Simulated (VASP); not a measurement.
The system is LiF.

```xyz
2
Lattice="-0.0339 2.1446 2.1446 2.1446 -0.0339 2.1446 2.1107 2.1107 0.0000" Properties=species:S:1:pos:R:3 pbc="T T T"
Li    0.0000    0.0000   -0.0132
F     1.0554    1.0554    1.0855
```

This cell differs from its parent crystal: shear xy strain -3.2%.

Base run:

- Program: VASP 6.6.1
- Functional: PBE
- Potentials or basis: VASP PAW PBE potentials, release 64 (Li_sv, F)
- Cutoff: 520 eV
- k mesh: 10 × 10 × 10
- Occupations: fermi-dirac, width 0.02 eV
- Spin: no spin polarisation

Its results: band gap on the k mesh 7.85 eV, direct.

The run is repeated on the same cell with these changes: functional from PBE to r2SCAN; occupations from fermi-dirac, width 0.02 eV to gaussian, width 0.01 eV. What comes out?

Band gap on the k mesh 8.69 eV, direct.

A k mesh can miss the band edges.
